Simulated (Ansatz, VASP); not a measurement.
**One calculation of Rh, two programs**

INCAR

```
SYSTEM = Rh
PREC     = Accurate       ! precision mode
ENCUT    = 520            ! plane-wave cutoff, eV
EDIFF    = 1E-8           ! SCF threshold, eV
ISMEAR   = -1             ! smearing method
SIGMA    = 0.08           ! smearing width, eV
LREAL    = .FALSE.        ! projectors in reciprocal space
LASPH    = .TRUE.         ! aspherical terms in the spheres
NELM     = 150            ! most SCF steps
ALGO     = Normal         ! electronic algorithm
ISIF     = 2              ! what is computed and relaxed
LWAVE    = .FALSE.        ! write WAVECAR
LCHARG   = .FALSE.        ! write CHGCAR
LNONCOLLINEAR= .TRUE.         ! non-collinear magnetism
MAGMOM   = 0 0 0          ! initial moments
LORBIT   = 11             ! projections on sites
LSORBIT  = .TRUE.         ! spin-orbit coupling
GGA_COMPAT= .FALSE.      
LORBMOM  = .TRUE.       
LMAXMIX  = 4              ! l up to which the mixer works
GGA      = PE             ! functional
LEFG     = .TRUE.       
NBANDS   = 26             ! bands
```

Contents of KPOINTS:

```
regular mesh
0
G
  16 16 16
  0 0 0
```

POSCAR

```
Rh
1.0
    0.0000000000      1.9015500000      1.9015500000
    1.9015500000      0.0000000000      1.9015500000
    1.9015500000      1.9015500000      0.0000000000
Rh
1
Direct
    0.0000000000      0.0000000000      0.0000000000
```

Input for Ansatz:

```yaml
crystal:
  lattice:
    - [0.0, 1.90155, 1.90155]
    - [1.90155, 0.0, 1.90155]
    - [1.90155, 1.90155, 0.0]
  atoms:
    - { symbol: Rh, position: [0.0, 0.0, 0.0] }
kpoints:
  mp_grid: { grid: [16, 16, 16] }
  band_path:
    path:
      - [0.0, 0.0, 0.0]
      - [0.5, 0.0, 0.5]
      - [0.625, 0.25, 0.625]
      - [0.375, 0.375, 0.75]
      - [0.0, 0.0, 0.0]
      - [0.5, 0.5, 0.5]
      - [0.5, 0.25, 0.75]
      - [0.5, 0.0, 0.5]
    npoints: 5
scf:
  occupations: { method: fermi_dirac, width: 0.08 }
hamiltonian:
  xc: pbe
  pseudopotentials: { kind: paw_fr }
output:
  forces: true
  stress: true
  eigenvalues: true
  efg: { contact_densities: true }
magnetization:
  noncollinear: true
  spin_orbit: true
```

Alike in both runs: task electric field gradients; functional PBE; k mesh 16 × 16 × 16; occupations fermi-dirac, width 0.08 eV; non-collinear spin, spin-orbit coupling.

|  | VASP | Ansatz |
| --- | --- | --- |
| version | VASP 6.6.1 | Ansatz 0.2.0 |
| potentials or method | VASP PAW PBE potentials, release 64 (Rh_pv) | PAW with Ansatz's default frozen-core files, fully relativistic files with spin-orbit coupling |
| plane-wave cutoff (eV) | 520 | 420 |
| valence electrons in the cell | 15 | 17 |

VASP gave:

```
pressure (GPa)           : 6.4
net moment per atom (μB) : 0.00
```

What did Ansatz give for the same quantities?

Pressure (GPa): 6.2; net moment per atom (μB): 0.00.

VASP's potentials hold 15 valence electrons a cell and Ansatz's 17, so a difference there can come from the potentials and not from the codes.
